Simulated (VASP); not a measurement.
Mg3ZrN, 5 atoms in the cell. Symmetry: P6mm, No. 183, hexagonal system. The conventional cell has a = 5.037 Å, b = 5.037 Å, c = 6.989 Å, α = 90.00°, β = 90.00°, γ = 120.00°. Within 3.8 Å of Mg (site symmetry 3m) lie 6 Mg at 2.91 to 3.38 Å and 3 Zr at 3.27 Å. Mg (site symmetry 6mm) has 1 N at 1.95 Å within 2.6 Å. Zr (site symmetry 6mm) has 1 N at 1.81 Å within 2.4 Å. Within 2.4 Å of N (site symmetry 6mm) lie 1 Zr at 1.81 Å and 1 Mg at 1.95 Å. The cell was generated, and may not be a known phase.

| Item | Value |
| --- | --- |
| Program | VASP 6.6.1 |
| Task | single point |
| Functional | PBE |
| Potentials or basis | VASP PAW PBE potentials, release 64 (Mg_sv, Zr_sv, N) |
| Cutoff | 840 eV |
| k mesh | 6 × 6 × 4 |
| Occupations | gaussian, width 0.1 eV |
| Spin | no spin polarisation |
| Dipole correction | no |
| Further INCAR settings | ALGO = Normal; EDIFF = 1e-06; NBANDS = 32 |

Potentials or basis: VASP PAW PBE potentials, release 64 (Mg_sv, Zr_sv, N).

The run is started by

```console
$ cat potpaw_PBE.64/Mg_sv/POTCAR potpaw_PBE.64/Zr_sv/POTCAR potpaw_PBE.64/N/POTCAR > POTCAR
$ mpirun -np 1 vasp_std > vasp.out
```

Hardware: 1 thread of Intel(R) Xeon(R) 6975P-C (Granite Rapids), with other jobs on the host.

Q: Estimate the wall time of this run.

A: Run time: 2.4 min on 1 thread of Intel(R) Xeon(R) 6975P-C (Granite Rapids), on a shared host, peak memory 0.52 GiB. Counts: scf iterations 16, k points 21.
